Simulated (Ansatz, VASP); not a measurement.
SnO2 in VASP and in Ansatz

```
CELL_PARAMETERS angstrom
4.82719 0.00000 0.00000
0.00000 4.82719 0.00000
0.00000 0.00000 3.23815
ATOMIC_POSITIONS crystal
Sn 0.50000 0.50000 0.50000
Sn 0.00000 0.00000 0.00000
O 0.19342 0.80658 0.50000
O 0.80658 0.19342 0.50000
O 0.30658 0.30658 0.00000
O 0.69342 0.69342 0.00000
```

Alike in both runs: functional PBE; k mesh 6 × 6 × 8; occupations gaussian, width 0.02 eV; no spin polarisation.

Ansatz relaxed the structure, and its values are those at the end. VASP's run is a single point on that final structure, the one shown.

|  | VASP | Ansatz |
| --- | --- | --- |
| version | VASP 6.6.1 | Ansatz 0.2.0 |
| potentials or method | VASP PAW PBE potentials, release 64 (Sn_d, O), cutoff 520 eV | scalar-relativistic, plane waves, PAW |
| valence electrons in the cell | 52 | 52 |

|  | VASP | Ansatz | Ansatz less VASP |
| --- | --- | --- | --- |
| gap on the k mesh at the Fermi level (eV) | 0.67 | 0.68 | +0.012 |
| least direct gap on the mesh (eV) | 0.67 | 0.68 | +0.012 |
| pressure (GPa) | 0.6 | 0.0 | -0.61 |
| rms of the force components (eV/Å) | 0.008 | 0.000 | -0.0078 |
